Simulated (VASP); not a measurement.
Here is a VASP 6.6.1 calculation.

File INCAR:

```
SYSTEM = ZrN
PREC = Accurate ; ENCUT = 600
EDIFF = 1E-6 ; ISMEAR = -1
SIGMA = 0.1 ; LREAL = .FALSE.
LASPH = .TRUE. ; NELM = 200
ALGO = Normal ; ISIF = 2
LWAVE = .FALSE. ; LCHARG = .FALSE.
ISPIN = 2 ; MAGMOM = 0 0
LORBIT = 11 ; LMAXMIX = 4
GGA = PE ; NBANDS = 20
GGA_COMPAT = .FALSE.
```

Contents of KPOINTS:

```
Automatic mesh
0
G
  6 6 6
  0 0 0
```

The input POSCAR:

```
ZrN
1.0
    0.0000000000      2.4605000000      2.4605000000
    2.4605000000      0.0000000000      2.4605000000
    2.4605000000      2.4605000000      0.0000000000
Zr N
1 1
Direct
    0.0000000000      0.0000000000      0.0000000000
    0.5000000000      0.5000000000      0.5000000000
```

Potentials or basis: VASP PAW PBE potentials, release 64 (Zr_sv, N).

Command:

```console
$ cat potpaw_PBE.64/Zr_sv/POTCAR potpaw_PBE.64/N/POTCAR > POTCAR
$ mpirun -np 1 vasp_std > vasp.out
```

(1) What does it give for the pressure?

(2) Estimate the net moment.

## Answers

(1) -32.8 GPa.

(2) 0.00 μB per cell.

Caveat: the k points lie up to 0.37 Å⁻¹ apart.
